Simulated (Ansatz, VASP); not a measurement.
One calculation of Zn3SeS2, two programs

```
CELL_PARAMETERS angstrom
3.91728 0.00000 0.00000
-1.95864 3.39246 0.00000
0.00000 0.00000 9.59962
ATOMIC_POSITIONS crystal
Zn 0.00000 0.00000 0.01016
Zn 0.33333 0.66667 0.65708
Zn 0.66667 0.33333 0.33318
Se 0.33333 0.66667 0.91523
S 0.66667 0.33333 0.57925
S 0.00000 0.00000 0.25511
```

Alike in both runs: functional PBE; k mesh 6 × 6 × 2; occupations gaussian, width 0.1 eV; no spin polarisation.

Ansatz relaxed the structure, and its values are those at the end. VASP's run is a single point on that final structure, the one shown.

|  | VASP | Ansatz |
| --- | --- | --- |
| version | VASP 6.6.1 | Ansatz 0.2.0 |
| potentials or method | VASP PAW PBE potentials, release 64 (Zn, Se, S), cutoff 520 eV | scalar-relativistic, plane waves, PAW |
| valence electrons in the cell | 54 | 64 |

Ansatz gave:

* gap on the k mesh at the Fermi level (eV): 1.43
* least direct gap on the mesh (eV): 1.43
* pressure (GPa): 0.0
* rms of the force components (eV/Å): 0.002

Q: Which values does VASP return?

A: gap on the k mesh at the Fermi level (eV): 1.43; least direct gap on the mesh (eV): 1.43; pressure (GPa): 0.2; rms of the force components (eV/Å): 0.003.

VASP's potentials hold 54 valence electrons a cell and Ansatz's 64, so a difference there can come from the potentials and not from the codes.
